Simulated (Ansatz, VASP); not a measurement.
## SnSe: VASP beside Ansatz

```xyz
2
Lattice="0.0000 2.9728 2.9728 2.9728 0.0000 2.9728 2.9728 2.9728 0.0000" Properties=species:S:1:pos:R:3 pbc="T T T"
Sn    0.0000    0.0000    0.0000
Se    2.9728    2.9728    2.9728
```

Alike in both runs: functional PBEsol; k mesh 8 × 8 × 8; no spin polarisation.

Ansatz relaxed the structure, and its values are those at the end. VASP's run is a single point on that final structure, the one shown.

|  | VASP | Ansatz |
| --- | --- | --- |
| version | VASP 6.6.1 | Ansatz 0.2.0 |
| potentials or method | VASP PAW PBE potentials, release 64 (Sn_d, Se), cutoff 520 eV | scalar-relativistic, plane waves, PAW |
| occupations | gaussian, width 0.01 eV | fixed |
| valence electrons in the cell | 20 | 30 |

```tsv
	VASP	Ansatz	Ansatz less VASP
gap on the k mesh at the Fermi level (eV)	0.75	0.75	-0.001
least direct gap on the mesh (eV)	0.82	0.82	-0.002
pressure (GPa)	0.0	0.0	-0.02
```

VASP's potentials were made for PBE, not for PBEsol. VASP's potentials hold 20 valence electrons a cell and Ansatz's 30, so a difference there can come from the potentials and not from the codes.
